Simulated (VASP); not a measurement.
Set up this calculation in VASP 6.6.1, as the native input.

```yaml
Task: single point
Functional: PBE
Potentials_or_basis: VASP PAW PBE potentials, release 64 (C)
Cutoff: 520 eV
k_mesh: 24 × 24 × 6
Occupations: gaussian, width 0.1 eV
Spin: no spin polarisation
Dipole_correction: no
Further_INCAR_settings: ALGO = Normal; EDIFF = 1e-06; NBANDS = 16
```

The structure of C lies in POSCAR:

```
C
1.0
    2.5775267841      0.0000000000      0.0000000000
   -1.2887633920      2.2322036740      0.0000000000
    0.0000000000      0.0000000000      8.7165624735
C
4
Direct
    0.0000000000      0.0000000000      0.2500000000
    0.0000000000      0.0000000000      0.7500000000
    0.3333333333      0.6666666667      0.2500000000
    0.6666666667      0.3333333333      0.7500000000
```

This cell differs from its parent crystal: biaxial strain in the a-b plane: +4.5 %, then relaxed in part.

These files were run (other wordings do the same):

INCAR

```
PREC = Accurate
ENCUT = 520
EDIFF = 1E-6
ISMEAR = 0
SIGMA = 0.1
LREAL = F
LASPH = T
NELM = 80
ALGO = Normal
ISIF = 2
LWAVE = F
LCHARG = T
GGA = PE
LELF = T
LVHAR = T
NBANDS = 16
```

KPOINTS

```
Automatic mesh
0
Gamma
  24 24 6
```

Potentials or basis: VASP PAW PBE potentials, release 64 (C).

Command:

```bash
$ cat potpaw_PBE.64/C/POTCAR > POTCAR
$ mpirun -np 1 vasp_std > vasp.out
```

It gave:

| Item | Value |
| --- | --- |
| Pressure | -22.8 GPa |
| Band gap on the k mesh | zero (filled and empty bands touch) |

Caveat: the cell differs from its parent crystal (biaxial strain in the a-b plane: +4.5 %, then relaxed in part); this functional lacks dispersion, which binds the layers, so the pressure and a relaxed spacing across them are unreliable.

Run time: 6.5 min on 1 thread of AMD EPYC 7R13, on a shared host, peak memory 0.24 GiB.
